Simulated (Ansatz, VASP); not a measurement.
## SrVO3: VASP beside Ansatz

File POSCAR:

```
SrVO3
1.0
    3.8909137249      0.0000000000      0.0000000000
    0.0000000000      3.8909137249      0.0000000000
    0.0000000000      0.0000000000      3.8909137249
Sr V O
1 1 3
Direct
    0.5000000000      0.5000000000      0.5000000000
    0.0000000000      0.0000000000      0.0000000000
    0.5000000000      0.0000000000      0.0000000000
    0.0000000000      0.5000000000      0.0000000000
    0.0000000000      0.0000000000      0.5000000000
```

File INCAR.step1:

```
PREC = Accurate
ENCUT = 520
ISMEAR = 0
SIGMA = 0.05
LREAL = False
LASPH = True
NELM = 150
ISPIN = 2
MAGMOM = 0 0.92 0 0 0
LMAXMIX = 4
NBANDS = 32
GGA = PE
ALGO = Normal
EDIFF = 1E-4
LWAVE = True
LCHARG = False
```

File INCAR.step2:

```
PREC = Accurate
ENCUT = 520
EDIFF = 1E-6
ISMEAR = 0
SIGMA = 0.05
LREAL = False
LASPH = True
NELM = 150
ALGO = Normal
ISIF = 2
LWAVE = False
LCHARG = False
ISPIN = 2
MAGMOM = 0 0.92 0 0 0
LORBIT = 11
LMAXMIX = 4
METAGGA = R2SCAN
LMIXTAU = True
NBANDS = 32
ISTART = 1
```

Contents of KPOINTS:

```
regular mesh
0
Gamma
  8 8 8
```

Input for Ansatz:

```yaml
crystal:
  lattice:
    - [3.8909137249, 0.0, 0.0]
    - [0.0, 3.8909137249, 0.0]
    - [0.0, 0.0, 3.8909137249]
  atoms:
    - { symbol: Sr, position: [0.5, 0.5, 0.5] }
    - { symbol: V, position: [0.0, 0.0, 0.0], spin: 0.92 }
    - { symbol: O, position: [0.5, 0.0, 0.0] }
    - { symbol: O, position: [0.0, 0.5, 0.0] }
    - { symbol: O, position: [0.0, 0.0, 0.5] }
basis:
  ecutwfc: 500
  ecutrho_ratio: 4
kpoints:
  mp_grid: { grid: [8, 8, 8] }
hamiltonian:
  xc: r2scan
scf:
  occupations: { method: gaussian, width: 0.05 }
output:
  forces: true
  stress: true
  eigenvalues: true
  populations: true
  write_density: true
  write_potential: true
  elf: true
  volumetric_format: npy
magnetization:
  spin_polarized: true
```

Alike in both runs: task single point; functional r2SCAN; k mesh 8 × 8 × 8; occupations gaussian, width 0.05 eV; collinear spin.

|  | VASP | Ansatz |
| --- | --- | --- |
| version | VASP 6.6.1 | Ansatz 0.2.0 |
| potentials or method | VASP PAW PBE potentials, release 64 (Sr_sv, V_sv, O), cutoff 520 eV | scalar-relativistic, plane waves, PAW |
| valence electrons in the cell | 41 | 41 |

Ansatz gave:

* gap on the k mesh at the Fermi level (eV): none
* pressure (GPa): -7.1
* net moment per atom (μB): 0.20
* size of the moment on the site where the two differ most (μB): 0.84

Q: What did VASP give for the same quantities?

A: gap on the k mesh at the Fermi level (eV): none; pressure (GPa): -8.1; net moment per atom (μB): 0.03; size of the moment on the site where the two differ most (μB): 0.16.

The net moments are unlike, so the other rows may belong to different states. VASP's potentials were made for PBE, not for r2SCAN. Site moments also hang on the region over which each program counts them. A gap of «none» marks a metal or a gap that the smearing closes. Ansatz's warnings: stability check not made.
